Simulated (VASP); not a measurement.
Ti9O16 (a cell with a defect) (Rutile): single point with PBE

Crystal: Ti9O16 (a cell with a defect) (Rutile).

```
CELL_PARAMETERS angstrom
-4.64328 4.64328 0.00000
4.64328 4.64328 0.00000
0.00000 -4.64328 -5.92776
ATOMIC_POSITIONS crystal
Ti 0.73712 0.75613 0.48875
Ti 0.55255 0.52095 0.01462
Ti 0.25427 0.23347 0.48875
Ti 0.96471 0.99451 0.01462
Ti 0.14632 0.63823 0.25399
Ti 0.84601 0.42206 0.73168
Ti 0.61031 0.11660 0.25399
Ti 0.38831 0.81047 0.73168
Ti 0.16085 0.15995 0.81906
O 0.25456 0.53295 0.47463
O 0.01565 0.29596 0.99016
O 0.77867 0.07457 0.52237
O 0.52220 0.80731 0.00604
O 0.43367 0.63987 0.23973
O 0.17799 0.39274 0.74611
O 0.92721 0.13618 0.26092
O 0.67661 0.86661 0.74250
O 0.24635 0.94865 0.52237
O 0.98648 0.69958 0.00604
O 0.72271 0.44252 0.47462
O 0.47716 0.19505 0.99016
O 0.83636 0.62558 0.26092
O 0.56854 0.37674 0.74250
O 0.30870 0.10070 0.23973
O 0.07077 0.85422 0.74611
```

* Program: VASP 6.6.1
* Task: single point
* Functional: PBE
* Potentials or basis: VASP PAW PBE potentials, release 64 (Ti_sv, O)
* Cutoff: 520 eV
* k mesh: 3 × 3 × 3
* Occupations: gaussian, width 0.02 eV
* Spin: no spin polarisation

- Largest force: 0.180 eV/Å

Forces in eV/Å, atoms in the order of the input:
```
Ti  -0.038 -0.001 -0.012
Ti   0.045 -0.105  0.068
Ti   0.038  0.001 -0.012
Ti  -0.045  0.105  0.068
Ti   0.031 -0.035  0.031
Ti  -0.062 -0.019 -0.069
Ti  -0.031  0.035  0.031
Ti   0.062  0.019 -0.069
Ti   0.000  0.000  0.180
O   -0.084 -0.036  0.050
O    0.000  0.008 -0.014
O   -0.064  0.049 -0.052
O   -0.031 -0.011 -0.033
O    0.048  0.030 -0.001
O    0.085  0.128  0.003
O    0.088 -0.028 -0.053
O    0.026  0.016 -0.007
O    0.064 -0.049 -0.052
O    0.031  0.011 -0.033
O    0.084  0.036  0.050
O    0.000 -0.008 -0.014
O   -0.088  0.028 -0.053
O   -0.026 -0.016 -0.007
O   -0.048 -0.030 -0.001
O   -0.085 -0.128  0.003
```

Levels at points of the mesh, in eV from the Fermi level:
| k point | band 96 | band 97 | band 98 | band 99 | band 100 | band 101 | band 102 | band 103 | band 104 | band 105 |
| --- | --- | --- | --- | --- | --- | --- | --- | --- | --- | --- |
| (0.00, 0.00, 0.00) | -1.25 | -0.83 | -0.76 | -0.70 | -0.22 | 2.16 | 2.28 | 2.45 | 2.62 | 2.66 |

Wall time 22 min on 1 thread of Intel(R) Xeon(R) Platinum 8259CL CPU @ 2.50GHz (Skylake/Cascade Lake), with other jobs on the host, peak memory 0.47 GiB.

Caveat: the cell carries a net charge on a neutralising background, which shifts energy and pressure; the cell is charged against a uniform background, so pressure and absolute levels hang on convention.
